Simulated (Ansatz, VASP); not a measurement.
**Be in VASP and in Ansatz**

Contents of INCAR:

```
SYSTEM = Be
  PREC = Accurate
  ENCUT = 520
  EDIFF = 1E-6
  ISMEAR = -1
  SIGMA = 0.05
  LREAL = .FALSE.
  LASPH = .TRUE.
  NELM = 80
  ALGO = Fast
  ISIF = 2
  LWAVE = .FALSE.
  LCHARG = .TRUE.
  GGA = B5
  ALDAX = 1.0
  AGGAX = 1.0
  AGGAC = 1.0
  ALDAC = 0.0
  LELF = .TRUE.
  LVHAR = .TRUE.
  NBANDS = 7
```

The input KPOINTS:

```
regular mesh
0
G
  12 12 13
  0 0 0
```

The input POSCAR:

```
Be
1.0
    2.2327400000      0.0000000000      0.0000000000
    0.0000000000      2.2327400000      0.0000000000
    0.0000000000      0.0000000000      2.0656500000
Be
1
Direct
    0.5000000000      0.5000000000      0.0000000000
```

Contents of input.yaml:

```yaml
crystal:
  lattice:
    - [2.23274, 0.0, 0.0]
    - [0.0, 2.23274, 0.0]
    - [0.0, 0.0, 2.06565]
  atoms:
    - { symbol: Be, position: [0.5, 0.5, 0.0] }
hamiltonian:
  xc: blyp
  pseudopotentials: { kind: paw }
kpoints:
  mp_grid: { grid: [12, 12, 13] }
  band_path:
    path:
      - [[0.0, 0.0, 0.0], [0.0, 0.5, 0.0], [0.5, 0.5, 0.0], [0.0, 0.0, 0.0], [0.0, 0.0, 0.5], [0.0, 0.5, 0.5], [0.5, 0.5, 0.5], [0.0, 0.0, 0.5]]
      - [[0.0, 0.5, 0.0], [0.0, 0.5, 0.5]]
      - [[0.5, 0.5, 0.0], [0.5, 0.5, 0.5]]
    npoints: 14
scf:
  occupations: { method: fermi_dirac, width: 0.05 }
  n_extra_bands: 6
output:
  forces: true
  stress: true
  eigenvalues: true
  fatbands: true
  write_density: true
  write_potential: true
  elf: true
  volumetric_format: npy
```

Alike in both runs: functional BLYP; k mesh 12 × 12 × 13; occupations fermi-dirac, width 0.05 eV; no spin polarisation.

|  | VASP | Ansatz |
| --- | --- | --- |
| version | VASP 6.6.1 | Ansatz 0.2.0 |
| potentials or method | VASP PAW PBE potentials, release 64 (Be) | Ansatz PAW |
| plane-wave cutoff (eV) | 520 | 420 |
| valence electrons in the cell | 2 | 2 |
| task | single point | band structure |

Ansatz gave:

- gap on the k mesh at the Fermi level (eV): none
- pressure (GPa): 1.9
- traceless stress, the component that is largest in VASP (GPa): -6.80

Which values does VASP return?

gap on the k mesh at the Fermi level (eV): none; pressure (GPa): 1.9; traceless stress, the component that is largest in VASP (GPa): -7.52.

VASP's potentials were made for PBE, not for BLYP. A gap of «none» marks a metal or a gap that the smearing closes.
